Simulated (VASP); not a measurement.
Set up this calculation in VASP 6.6.1, as the native input.

```yaml
Task: single point
Functional: LDA
Potentials_or_basis: VASP PAW LDA potentials, release 64 (Rb_sv)
Cutoff: 520 eV
k_mesh: 9 × 9 × 5
Occupations: fermi-dirac, width 0.1 eV
Spin: no spin polarisation
Dipole_correction: no
Further_INCAR_settings: ALGO = Normal; EDIFF = 1e-06; NBANDS = 16
```

The structure of Rb lies in POSCAR:

```
Rb
1.0
    4.2502457240      0.0000000000      0.0000000000
   -2.1251228620      3.6808207693      0.0000000000
    0.0000000000      0.0000000000      6.9862855379
Rb
2
Direct
    0.3333333333      0.6666666667      0.2500000000
    0.6666666667      0.3333333333      0.7500000000
```

This cell differs from its parent crystal: volume scaled by 0.7.

The input as run:

INCAR

```
SYSTEM = Rb
  ALGO = Normal
  EDIFF = 1E-6
  ENCUT = 520
  ISIF = 2
  ISMEAR = -1
  LASPH = .True.
  LCHARG = .False.
  LREAL = .False.
  LWAVE = .False.
  NBANDS = 16
  NELM = 80
  PREC = Accurate
  SIGMA = 0.1
```

KPOINTS

```
k-points
0
Gamma
  9 9 5
  0 0 0
```

Potentials or basis: VASP PAW LDA potentials, release 64 (Rb_sv).

Launch:

```console
$ cat potpaw_LDA.64/Rb_sv/POTCAR > POTCAR
$ mpirun -np 1 vasp_std > vasp.out
```

Results of the run:

```yaml
Pressure: 2.3 GPa
Band_gap_on_the_k_mesh: zero (band 9 reaches 2.29 eV, above the bottom of band 10 at -0.03 eV)
```

Wall time 16 s on 1 thread of Intel(R) Xeon(R) 6975P-C (Granite Rapids), on a shared host, peak memory 0.2 GiB.
